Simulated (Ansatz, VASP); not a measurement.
**Se: VASP beside Ansatz**

File INCAR:

```
SYSTEM = Se
ALGO     = Normal         ! electronic algorithm
EDIFF    = 1E-6           ! SCF threshold, eV
ENCUT    = 520            ! plane-wave cutoff, eV
GGA      = PE             ! functional
ISIF     = 2              ! what is computed and relaxed
ISMEAR   = -1             ! smearing method
LASPH    = .TRUE.         ! aspherical terms in the spheres
LCHARG   = .FALSE.        ! write CHGCAR
LREAL    = .FALSE.        ! projectors in reciprocal space
LWAVE    = .FALSE.        ! write WAVECAR
NBANDS   = 13             ! bands
NELM     = 100            ! most SCF steps
PREC     = Accurate       ! precision mode
SIGMA    = 0.1            ! smearing width, eV
```

KPOINTS

```
k-points
0
G
  11 11 11
  0 0 0
```

File POSCAR:

```
Se
1.0
    0.0000000000      2.6700529520      2.6700529520
    2.6700529520      0.0000000000      2.6700529520
    2.6700529520      2.6700529520      0.0000000000
Se
2
Direct
   -0.1250000000     -0.1250000000     -0.1250000000
    0.1250000000      0.1250000000      0.1250000000
```

Input for Ansatz:

```yaml
crystal:
  lattice:
    - [0.0, 2.670052952, 2.670052952]
    - [2.670052952, 0.0, 2.670052952]
    - [2.670052952, 2.670052952, 0.0]
  atoms:
    - { symbol: Se, position: [-0.125, -0.125, -0.125] }
    - { symbol: Se, position: [0.125, 0.125, 0.125] }
kpoints:
  mp_grid: { grid: [11, 11, 11] }
scf:
  occupations: { method: fermi_dirac, width: 0.1 }
hamiltonian:
  xc: pbe
  pseudopotentials: { kind: all_electron, lapw: { basis_error: 0.001 } }
output:
  forces: true
  stress: true
  eigenvalues: true
  populations: true
```

Change from the starting cell: volume scaled by 0.6, LAPW.

Alike in both runs: task single point; functional PBE; k mesh 11 × 11 × 11; occupations fermi-dirac, width 0.1 eV; no spin polarisation.

|  | VASP | Ansatz |
| --- | --- | --- |
| version | VASP 6.6.1 | Ansatz 0.2.0 |
| potentials or method | VASP PAW PBE potentials, release 64 (Se), cutoff 520 eV | all-electron LAPW, scalar-relativistic |

```csv
,VASP,Ansatz,Ansatz less VASP
pressure (GPa),54.7,54.1,-0.55
```

Both programs put the cell under a high pressure, so it lies far from rest at this level. Ansatz ran all-electron here, and VASP with PAW potentials.
